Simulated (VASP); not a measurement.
# Re (P6_3/mmc) in VASP: notebook

Re is run at these levels: PBE; tasks: single point, relaxation of shape and atoms at fixed volume.

Everything below comes from runs of VASP 6.6.1. Logs are shortened: lines on timing, memory, paths and dates and some standing lists are left out, and cuts for length are marked.

### Step 1. The cell of the first run

The structure is hexagonal, space group P6_3/mmc (No. 194). The conventional cell has a = 2.630 Å, b = 2.630 Å, c = 4.244 Å, α = 90.00°, β = 90.00°, γ = 120.00°. Re (site symmetry -6m2) has 12 Re at 2.61 to 2.63 Å within 3.4 Å.

### Step 2. Single point, PBE

Input file INCAR:

```
SYSTEM = Re
PREC     = Accurate       ! precision mode
ENCUT    = 520            ! plane-wave cutoff, eV
EDIFF    = 1E-6           ! SCF threshold, eV
ISMEAR   = -1             ! smearing method
SIGMA    = 0.08           ! smearing width, eV
LREAL    = .False.        ! projectors in reciprocal space
LASPH    = .True.         ! aspherical terms in the spheres
NELM     = 100            ! most SCF steps
ALGO     = Normal         ! electronic algorithm
ISIF     = 2              ! what is computed and relaxed
LWAVE    = .False.        ! write WAVECAR
LCHARG   = .False.        ! write CHGCAR
GGA      = PE             ! functional
NBANDS   = 14             ! bands
```

Input file KPOINTS:

```
Automatic mesh
0
Gamma
  16 16 9
  0 0 0
```

Input file POSCAR:

```
Re
1.0
    2.6298709365      0.0000000000      0.0000000000
   -1.3149354682      2.2775350397      0.0000000000
    0.0000000000      0.0000000000      4.2444357121
Re
2
Direct
    0.3333333333      0.6666666667      0.2500000000
    0.6666666667      0.3333333333      0.7500000000
```

Potentials or basis: VASP PAW PBE potentials, release 64 (Re).

Launch:

```sh
cat potpaw_PBE.64/Re/POTCAR > POTCAR
mpirun -np 1 vasp_std > vasp.out
```

OUTCAR:

```text
SYSTEM = Re
   PREC = Accurate
   ENCUT = 520
   EDIFF = 1E-6
   ISMEAR = -1
   LREAL = .False.
   LASPH = .True.
   NELM = 100
   ISIF = 2
   GGA = PE

 ion  position               nearest neighbor table
   1  0.333  0.667  0.250-   2 2.61   2 2.61   2 2.61   2 2.61   2 2.61   2 2.61
   2  0.667  0.333  0.750-   1 2.61   1 2.61   1 2.61   1 2.61   1 2.61   1 2.61

  LATTYP: Found a hexagonal cell.
 ALAT       =     2.6298709365
 C/A-ratio  =     1.6139330844

  Lattice vectors:

 A1 = (   2.6298709365,   0.0000000000,   0.0000000000)
 A2 = (  -1.3149354682,   2.2775350397,   0.0000000000)
 A3 = (   0.0000000000,   0.0000000000,   4.2444357121)

Analysis of symmetry for initial positions (statically):
=====================================================================
 Subroutine PRICEL returns:
 Original cell was already a primitive cell.

 Routine SETGRP: Setting up the symmetry group for a
 hexagonal supercell.

 Subroutine GETGRP returns: Found 24 space group operations
 (whereof 12 operations were pure point group operations)
 out of a pool of 24 trial point group operations.

The static configuration has the point symmetry D_3d.
 The point group associated with its full space group is D_6h.

Analysis of symmetry for dynamics (positions and initial velocities):
=====================================================================
 Subroutine PRICEL returns:
 Original cell was already a primitive cell.

 Routine SETGRP: Setting up the symmetry group for a
 hexagonal supercell.

 Subroutine GETGRP returns: Found 24 space group operations
 (whereof 12 operations were pure point group operations)
 out of a pool of 24 trial point group operations.

The dynamic configuration has the point symmetry D_3d.
 The point group associated with its full space group is D_6h.

 Subroutine INISYM returns: Found 24 space group operations
 (whereof 12 operations are pure point group operations),
 and found     1 'primitive' translations

----------------------------------------------------------------------------------------

                                     Primitive cell

  volume of cell :      25.4226

  direct lattice vectors                    reciprocal lattice vectors
     2.629870937  0.000000000  0.000000000     0.380246797  0.219535591  0.000000000
[... 88 lines left out ...]
   EDIFFG = 0.1E-04   stopping-criterion for IOM
   NSW    =      0    number of steps for IOM
   IBRION =     -1    ionic relax: 0-MD 1-quasi-New 2-CG
   NFREE  =      0    steps in history (QN), initial steepest desc. (CG)
   ISIF   =      2    stress and relaxation
   ISYM   =      2    0-nonsym 1-usesym 2-fastsym
   POTIM  = 0.5000    time-step for ionic-motion
   TEBEG  =    0.0;   TEEND  =   0.0 temperature during run
   PSTRESS=    0.0 pullay stress
   NELECT =      14.0000    total number of electrons
   NUPDOWN=      -1.0000    fix difference up-down
   EMIN   =  10.00;   EMAX   =-10.00  energy-range for DOS
   EFERMI =   0.00;   METHOD = LEGACY
   ISMEAR =    -1;   SIGMA  =   0.08  broadening in eV -4-tet -1-fermi 0-gaus
   EFERMI_NEDOS =   21; number of points for ismear=-14 and -15
   IALGO  =     38    algorithm
   IMIX   =      4    mixing-type and parameters
     AMIX     =   0.40;   BMIX     =  1.00
     AMIX_MAG =   1.60;   BMIX_MAG =  1.00
  volume/ion in A,a.u.               =      12.71        85.78
  Fermi-wavevector in a.u.,A,eV,Ry     =   1.341872  2.535770 24.498921  1.800620
  Thomas-Fermi vector in A             =   2.470071
   LORBIT       =      0    0 simple, 1 ext, 2 COOP (PROOUT), +10 PAW based schemes
   GGA     = PE    functional components
   LHFCALC =     F    Hartree Fock is set to
   AEXX    =    0.0000 exact exchange contribution
   IVDW    =     0    specifies the selected vdW correction
   LEPSILON=     F    determine dielectric tensor
   LRPA    =     F    only Hartree local field effects (RPA)
 non-spin polarized calculation
  energy-cutoff  :      520.00
  volume of cell :       25.42
 maximum number of plane-waves:       700
 NGX is ok and might be reduce to    20

 number of electron      14.0000000 magnetization

 Free energy of the ion-electron system (eV)
  ---------------------------------------------------
  ext. energy  EPLUGINS =         0.00000000
  ---------------------------------------------------
  free energy    TOTEN  =       -23.83675140 eV

  energy without entropy =      -23.80890083  energy(sigma->0) =      -23.82282611

 E-fermi :   9.8303     XC(G=0): -14.5501

 val. band max:        9.8263447062   @ k =   0.4375   0.1250   0.2222
 cond. band min:       9.8413187567   @ k =   0.3750   0.0625   0.4444
 fundamental gap:      0.0149740505
 Fermi energy:         9.8302543672

 k-point     1 :       0.0000    0.0000    0.0000
  band No.  band energies     occupation
      1      -1.0602      2.00000
      2       2.0282      2.00000
      3       7.7825      2.00000
      4       7.7825      2.00000
      5       7.8174      2.00000
      6       8.8441      1.99999
      7       8.8441      1.99999
      8       9.9820      0.26091
      9       9.9820      0.26091
     10      10.8735      0.00000
     11      13.8878      0.00000
     12      13.8878      0.00000
     13      21.8754      0.00000
     14      24.0964      0.00000
[... 377 lines left out ...]
      1       3.6839      2.00000
      2       4.1302      2.00000
      3       4.4040      2.00000
      4       5.4664      2.00000
      5       6.9727      2.00000
      6       8.3310      2.00000
      7       8.7162      2.00000
      8      11.3214      0.00000
      9      13.7002      0.00000
     10      14.5423      0.00000
     11      15.4496      0.00000
     12      21.2479      0.00000
     13      22.9209      0.00000
     14      23.5702      0.00000

 [... further k-points ...]
[... 5 lines left out ...]
  --------------------------------------------------------------------------------------
  -------------------------------------------------------------------------------------
  Total       13.6213521     13.6213521     13.6033252      0.0000000      0.0000000     -0.0000000
  in kB      858.4427515    858.4427515    857.3066641      0.0000000      0.0000000     -0.0000000
  external PRESSURE =     858.0640557 kB  Pullay stress =       0.0000000 kB

 VOLUME and BASIS-vectors are now :
 -----------------------------------------------------------------------------
  energy-cutoff  :      520.00
  volume of cell :       25.42
      direct lattice vectors                 reciprocal lattice vectors
     2.629870937  0.000000000  0.000000000     0.380246797  0.219535591  0.000000000
    -1.314935468  2.277535040  0.000000000     0.000000000  0.439071181  0.000000000
     0.000000000  0.000000000  4.244435712     0.000000000  0.000000000  0.235602579

 POSITION                                       TOTAL-FORCE (eV/Angst)
 -----------------------------------------------------------------------------------
     -0.00000      1.51836      1.06111         0.000000      0.000000      0.000000
      1.31494      0.75918      3.18333        -0.000000     -0.000000      0.000000
 -----------------------------------------------------------------------------------
    total drift:                                0.000000     -0.000000     -0.000000

  FREE ENERGIE OF THE ION-ELECTRON SYSTEM (eV)
  ---------------------------------------------------
  free  energy   TOTEN  =       -23.8367514002 eV

  energy  without entropy=      -23.8089008282  energy(sigma->0) =      -23.82282611
```

It took 19 s on 1 thread of Intel Xeon 6975P-C (Granite Rapids), shared host; peak memory 0.16 GiB.

What came out:

```yaml
Free_energy: -23.8368 eV
Pressure: 85.8 GPa
Band_gap_on_the_k_mesh: zero (band 7 reaches 12.03 eV, above the bottom of band 8 at 7.75 eV)
```

Caveat: spin-orbit coupling is left out, which moves the levels of the heavy elements.

### Step 3. Single point, PBE

Input file INCAR:

```
ALGO = Normal
EDIFF = 1E-6
ENCUT = 520
GGA = PE
ISIF = 2
ISMEAR = -1
LASPH = True
LCHARG = False
LREAL = False
LWAVE = False
NBANDS = 14
NELM = 60
PREC = Accurate
SIGMA = 0.08
```

Input file KPOINTS:

```
k-points
0
Gamma
  16 16 9
```

POSCAR is that of step 2.

Potentials or basis: VASP PAW PBE potentials, release 64 (Re).

Launch:

```sh
cat potpaw_PBE.64/Re/POTCAR > POTCAR
mpirun -np 1 vasp_std > vasp.out
```

Wall time 19 s (1 thread of Intel Xeon 6975P-C (Granite Rapids), shared host); peak memory 0.17 GiB.

Results (log left out):

| Item | Value |
| --- | --- |
| Free energy | -23.8368 eV |
| Pressure | 85.8 GPa |
| Band gap on the k mesh | zero (band 7 reaches 12.03 eV, above the bottom of band 8 at 7.75 eV) |

Stress tensor (GPa, compression positive):
```
85.84  0.00  0.00
 0.00 85.84  0.00
 0.00  0.00 85.73
```

Levels at points of the mesh, in eV from the Fermi level:
```tsv
k point	band 3	band 4	band 5	band 6	band 7	band 8	band 9	band 10	band 11	band 12
(0.00, 0.00, 0.00)	-2.05	-2.05	-2.01	-0.99	-0.99	0.15	0.15	1.04	4.06	4.06
(0.50, 0.00, 0.00)	-6.43	-2.49	-1.73	-1.61	-0.68	4.91	5.44	5.59	7.49	8.54
```

Caveat: spin-orbit coupling is left out, which moves the levels of the heavy elements.

### Step 4. Single point, PBE

This run uses another cell than the first one, of 14.21 Å³/atom, 1.118 times its volume.

Input file INCAR:

```
PREC = Accurate ; ENCUT = 520
EDIFF = 1E-7 ; ISMEAR = -1
SIGMA = 0.08 ; LREAL = F
LASPH = T ; NELM = 60
ALGO = Normal ; ISIF = 2
LWAVE = F ; LCHARG = F
GGA = PE ; NBANDS = 14
```

Input file KPOINTS:

```
regular mesh
0
Gamma
  16 16 9
```

Input file POSCAR:

```
Re
1.0
    2.7288695869      0.0000000000      0.0000000000
   -1.3644347935      2.3632703859      0.0000000000
    0.0000000000      0.0000000000      4.4058321565
Re
2
Direct
    0.3333333333      0.6666666667      0.2500000000
    0.6666666667      0.3333333333      0.7500000000
```

Launch:

```sh
cat potpaw_PBE.64/Re/POTCAR > POTCAR
mpirun -np 1 vasp_std > vasp.out
```

Run time: 24 s. Hardware: 1 thread of Intel Xeon 6975P-C (Granite Rapids), shared host; peak memory 0.17 GiB.

The run converged. Its results:

```yaml
Free_energy: -24.7780 eV
Pressure: 20.8 GPa
Band_gap_on_the_k_mesh: zero (band 7 reaches 10.06 eV, above the bottom of band 8 at 6.62 eV)
```

Stress tensor (GPa, compression positive):
```
20.82  0.00  0.00
 0.00 20.82  0.00
 0.00  0.00 20.65
```

Levels at points of the mesh, in eV from the Fermi level:
| k point | band 5 | band 6 | band 7 | band 8 | band 9 | band 10 |
| --- | --- | --- | --- | --- | --- | --- |
| (0.00, 0.00, 0.00) | -1.67 | -0.79 | -0.79 | 0.19 | 0.19 | 0.70 |
| (0.50, 0.00, 0.00) | -1.75 | -1.43 | -0.62 | 4.18 | 4.61 | 4.75 |

Caveat: spin-orbit coupling is left out, which moves the levels of the heavy elements.

### Step 5. Single point, PBE

This run uses another cell than the first one, of 14.95 Å³/atom, 1.176 times its volume.

Input file INCAR:

```
PREC = Accurate
ENCUT = 520
EDIFF = 1E-7
ISMEAR = -1
SIGMA = 0.08
LREAL = F
LASPH = T
NELM = 100
ALGO = Normal
ISIF = 2
LWAVE = F
LCHARG = F
GGA = PE
NBANDS = 14
```

Input file KPOINTS:

```
Automatic mesh
0
Gamma
  16 16 9
```

Input file POSCAR:

```
Re
1.0
    2.7761202017      0.0000000000      0.0000000000
   -1.3880601008      2.4041906186      0.0000000000
    0.0000000000      0.0000000000      4.4811901479
Re
2
Direct
    0.3333333333      0.6666666667      0.2500000000
    0.6666666667      0.3333333333      0.7500000000
```

Launch:

```sh
cat potpaw_PBE.64/Re/POTCAR > POTCAR
mpirun -np 1 vasp_std > vasp.out
```

It took 24 s on 1 thread of Intel Xeon 6975P-C (Granite Rapids), shared host; peak memory 0.19 GiB.

Results (log left out):

```
Free energy            : -24.8690 eV
Pressure               : -0.5 GPa
Band gap on the k mesh : zero (band 7 reaches 9.25 eV, above the bottom of band 8 at 6.11 eV)
```

Stress tensor (GPa, compression positive):
```
-0.49  0.00  0.00
 0.00 -0.49  0.00
 0.00  0.00 -0.67
```

Levels at points of the mesh, in eV from the Fermi level:
```tsv
k point	band 3	band 4	band 5	band 6	band 7	band 8	band 9	band 10	band 11	band 12
(0.00, 0.00, 0.00)	-1.54	-1.54	-1.53	-0.72	-0.72	0.18	0.18	0.59	3.29	3.29
(0.50, 0.00, 0.00)	-5.13	-1.89	-1.73	-1.34	-0.59	3.86	4.26	4.38	5.92	6.92
```

Caveat: spin-orbit coupling is left out, which moves the levels of the heavy elements.

### Step 6. Relaxation of shape and atoms at fixed volume, PBE

This run uses another cell than the first one, of 5.98 Å³/atom, 0.471 times its volume.

Input file INCAR:

```
SYSTEM = Re
PREC = Accurate ; ENCUT = 600
EDIFF = 1E-7 ; ISMEAR = -1
SIGMA = 0.08 ; LREAL = .False.
LASPH = .True. ; NELM = 80
ALGO = Normal ; ISIF = 4
LWAVE = .False. ; LCHARG = .False.
GGA = PE ; IBRION = 2
NSW = 50 ; EDIFFG = -0.005
```

Input file KPOINTS:

```
Automatic mesh
0
Gamma
  16 16 9
  0 0 0
```

Input file POSCAR:

```
Re
1.0
    2.0454628534      0.0000000000      0.0000000000
   -1.0227314267      1.7714227936      0.0000000000
    0.0000000000      0.0000000000      3.3017691313
Re
2
Direct
    0.3333333333      0.6666666667      0.2500000000
    0.6666666667      0.3333333333      0.7500000000
```

Potentials or basis: VASP PAW PBE potentials, release 64 (Re).

Launch:

```sh
cat potpaw_PBE.64/Re/POTCAR > POTCAR
mpirun -np 1 vasp_std > vasp.out
```

OUTCAR:

```text
SYSTEM = Re
   PREC = Accurate
   ENCUT = 600
   EDIFF = 1E-7
   ISMEAR = -1
   LREAL = .False.
   LASPH = .True.
   NELM = 80
   ISIF = 4
   GGA = PE
   IBRION = 2
   NSW = 50
   EDIFFG = -0.005

 ion  position               nearest neighbor table
   1  0.333  0.667  0.250-   2 2.03   2 2.03   2 2.03   2 2.03   2 2.03   2 2.03   2 2.88   2 2.88
                             2 2.88   2 2.88   2 2.88   2 2.88
   2  0.667  0.333  0.750-   1 2.03   1 2.03   1 2.03   1 2.03   1 2.03   1 2.03   1 2.88   1 2.88
                             1 2.88   1 2.88   1 2.88   1 2.88

  LATTYP: Found a hexagonal cell.
 ALAT       =     2.0454628534
 C/A-ratio  =     1.6141916857

  Lattice vectors:

 A1 = (   2.0454628534,   0.0000000000,   0.0000000000)
 A2 = (  -1.0227314267,   1.7714227936,   0.0000000000)
 A3 = (   0.0000000000,   0.0000000000,   3.3017691313)

Analysis of symmetry for initial positions (statically):
=====================================================================
 Subroutine PRICEL returns:
 Original cell was already a primitive cell.

 Routine SETGRP: Setting up the symmetry group for a
 hexagonal supercell.

 Subroutine GETGRP returns: Found 24 space group operations
 (whereof 12 operations were pure point group operations)
 out of a pool of 24 trial point group operations.

[... 172 lines left out ...]
  Total      153.1680412    153.1680412    152.4812758     -0.0000000      0.0000000      0.0000000
  in kB    20512.4819691  20512.4819704  20420.5093730     -0.0000000      0.0000000      0.0000000
  external PRESSURE =   20481.8244375 kB  Pullay stress =       0.0000000 kB
[... 59 lines left out ...]
--------------------------------------- Ionic step        3  -------------------------------------------

 number of electron      14.0000001 magnetization

 Free energy of the ion-electron system (eV)
  ---------------------------------------------------
  ext. energy  EPLUGINS =         0.00000000
  ---------------------------------------------------
  free energy    TOTEN  =        31.26794903 eV

  energy without entropy =       31.27943499  energy(sigma->0) =       31.27369201

 E-fermi :  25.2111     XC(G=0): -19.1730

 val. band max:       25.1915132741   @ k =   0.0625   0.0000   0.4444
 cond. band min:      25.2363510858   @ k =   0.1875   0.1250   0.0000
 fundamental gap:      0.0448378117
 Fermi energy:        25.2111425431

 k-point     1 :       0.0000    0.0000    0.0000
  band No.  band energies     occupation
      1       7.1353      2.00000
      2      12.2095      2.00000
      3      16.5643      2.00000
      4      16.5643      2.00000
      5      17.1016      2.00000
      6      19.7760      2.00000
      7      19.7760      2.00000
      8      22.5251      2.00000
      9      22.5251      2.00000
     10      31.5160      0.00000
     11      31.5160      0.00000
[... 309 lines left out ...]
 k-point    24 :       0.2500    0.1875    0.0000
  band No.  band energies     occupation
      1       8.3600      2.00000
      2      10.6342      2.00000
      3      13.7718      2.00000
      4      15.6498      2.00000
      5      19.8569      2.00000
      6      21.3599      2.00000
      7      23.4922      2.00000
      8      26.1324      0.00002
      9      33.1679      0.00000
     10      34.7027      0.00000
     11      40.3711      0.00000

 [... further k-points ...]
[... 5 lines left out ...]
  --------------------------------------------------------------------------------------
  -------------------------------------------------------------------------------------
  Total      152.9408392    152.9408392    152.9296998     -0.0000000      0.0000000      0.0000000
  in kB    20482.0547505  20482.0547535  20480.5629570     -0.0000000      0.0000000      0.0000000
  external PRESSURE =   20481.5574870 kB  Pullay stress =       0.0000000 kB
[... 17 lines left out ...]
  FREE ENERGIE OF THE ION-ELECTRON SYSTEM (eV)
  ---------------------------------------------------
  free  energy   TOTEN  =        31.2679490265 eV

  energy  without entropy=       31.2794349900  energy(sigma->0) =       31.27369201

 reached required accuracy - stopping structural energy minimisation
```

CONTCAR:

```text
Re
   1.00000000000000
     2.0473008240799424    0.0000000000000000    0.0000000000000000
    -1.0236504120399712    1.7730145229702061    0.0000000000000000
     0.0000000000000000    0.0000000000000000    3.2958434452601546
  Re
     2
Direct
     0.3333333332999970    0.6666666667000030    0.2500000000000000
     0.6666666667000030    0.3333333332999970    0.7500000000000000

  0.00000000E+00  0.00000000E+00  0.00000000E+00
  0.00000000E+00  0.00000000E+00  0.00000000E+00
```

Run time: 20 s. Hardware: 1 thread of Intel Xeon 6975P-C (Granite Rapids), shared host; peak memory 0.14 GiB.

The run converged, but its numbers aren't listed here, since they failed a check.

Caveat: spin-orbit coupling is left out, which moves the levels of the heavy elements.

### Step 7. Summary

```csv
cell,gap on the mesh (eV),pressure (GPa)
"a = 2.630, b = 2.630, c = 4.244 Å, angles 90.0, 90.0, 120.0°, 2 atoms",none,85.8
"a = 2.729, b = 2.729, c = 4.406 Å, angles 90.0, 90.0, 120.0°, 2 atoms",none,20.8
"a = 2.776, b = 2.776, c = 4.481 Å, angles 90.0, 90.0, 120.0°, 2 atoms",none,-0.5
```

Alike in all rows: task single point; level PBE; potentials or basis VASP PAW PBE potentials, release 64 (Re); no spin polarisation; k mesh 16 × 16 × 9; cutoff (eV) 520; smearing fermi-dirac 0.08 eV.

Caveats: spin-orbit coupling is left out, which moves the levels of the heavy elements.

Total energies depend on the potentials used, so only differences within one code and one set of settings carry meaning.
